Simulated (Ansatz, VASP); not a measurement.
# Two plane-wave programs on Sr

```
Sr
1.0
    -2.42500    2.78875    2.42500
     2.42500   -2.78875    2.42500
     2.42500    2.78875   -2.42500
Sr
1
Direct
  0.00000 0.00000 0.00000
```

Change from the starting cell: strain +0.1500 x Voigt [0, 1, 0, 0, 0, 0], atoms carried along.

Alike in both runs: task single point; functional PBEsol; k mesh 14 × 14 × 14; occupations gaussian, width 0.15 eV; no spin polarisation.

```csv
,VASP,Ansatz
version,VASP 6.6.1,Ansatz 0.2.0
potentials or method,"VASP PAW PBE potentials, release 64 (Sr_sv), cutoff 520 eV","scalar-relativistic, plane waves, PAW"
valence electrons in the cell,10,10
```

```tsv
	VASP	Ansatz	Ansatz less VASP
gap on the k mesh at the Fermi level (eV)	none	none	-
pressure (GPa)	-2.0	-2.0	-0.01
traceless stress, the component that is largest in VASP (GPa)	0.12	0.12	0.000
```

VASP's potentials were made for PBE, not for PBEsol. A gap of «none» marks a metal or a gap that the smearing closes. The functional is the same, so the differences come from potentials, cutoffs and numerics.
